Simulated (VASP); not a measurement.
Ni, 2 atoms in the cell. The structure is hexagonal, space group P6_3/mmc (No. 194). Conventional cell: a = 2.450 Å, b = 2.450 Å, c = 4.010 Å, α = 90.00°, β = 90.00°, γ = 120.00°. Ni (site symmetry -6m2) has 12 Ni at 2.45 Å within 3.2 Å. This isn't the form of Ni at room conditions, which is fcc.

| Item | Value |
| --- | --- |
| Program | VASP 6.6.1 |
| Task | single point |
| Functional | PBEsol |
| Potentials or basis | VASP PAW PBE potentials, release 64 (Ni) |
| Cutoff | 520 eV |
| k mesh | 12 × 12 × 7 |
| Occupations | fermi-dirac, width 0.05 eV |
| Spin | collinear spin, ferromagnetic start |
| Starting moments | [1.0, 1.0] μB |
| Dipole correction | no |
| Further INCAR settings | ALGO = Normal; EDIFF = 1e-07; NBANDS = 21 |

Potentials or basis: VASP PAW PBE potentials, release 64 (Ni).

Run with:

```bash
$ cat potpaw_PBE.64/Ni/POTCAR > POTCAR
$ mpirun -np 1 vasp_std > vasp.out
```

Hardware: 1 thread of Intel Xeon 8259CL (shared host).

Question: Estimate the wall time of this run.

Answer: It took 80 s on 1 thread of Intel Xeon 8259CL, with other jobs on the host, peak memory 0.17 GiB. Counts: scf iterations 15, k points 76.
